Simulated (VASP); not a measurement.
Wanted: the native input for a VASP 6.6.1 run.

```
Task                   : relaxation of cell and atoms
Functional             : RPBE
Potentials or basis    : VASP PAW PBE potentials, release 64 (Cu)
Cutoff                 : 600 eV
k mesh                 : 16 × 16 × 16
Occupations            : fermi-dirac, width 0.15 eV
Spin                   : no spin polarisation
Dipole correction      : no
Further INCAR settings : ALGO = Normal; EDIFF = 1e-06; IBRION = 2; EDIFFG = -0.001; NSW = 80; ISIF = 3
```

The structure of Cu lies in POSCAR:

```
Cu
1.0
    0.0000000000      1.8362773660      1.8362773660
    1.8362773660      0.0000000000      1.8362773660
    1.8362773660      1.8362773660      0.0000000000
Cu
1
Direct
    0.0000000000      0.0000000000      0.0000000000
```

These files were run (other wordings do the same):

INCAR

```
SYSTEM = Cu
  PREC = Accurate
  ENCUT = 600
  EDIFF = 1E-6
  ISMEAR = -1
  SIGMA = 0.15
  LREAL = .FALSE.
  LASPH = .TRUE.
  NELM = 100
  ALGO = Normal
  ISIF = 3
  LWAVE = .FALSE.
  LCHARG = .FALSE.
  GGA = RP
  IBRION = 2
  NSW = 80
  EDIFFG = -0.001
```

KPOINTS

```
Automatic mesh
0
G
  16 16 16
  0 0 0
```

Potentials or basis: VASP PAW PBE potentials, release 64 (Cu).

Launch:

```console
$ cat potpaw_PBE.64/Cu/POTCAR > POTCAR
$ mpirun -np 1 vasp_std > vasp.out
```

Results of the run:

```
Relaxed volume                         : 12.46 Å³/atom
Relaxed cell                           : a = 2.602 Å, b = 2.602 Å, c = 2.602 Å, α = 60.00°, β = 60.00°, γ = 60.00°
Space group after relaxing (to 0.05 Å) : Fm-3m (No. 225)
Energy gained by relaxing              : 0.2 meV/atom
Ionic steps                            : 3
Pressure after relaxing                : 0.0 GPa
```

Caveat: the PAW data sets were made with another functional, which shifts forces and pressure a little.

Wall time 100 s on 1 thread of AMD EPYC 7R13, on a shared host, peak memory 0.13 GiB.
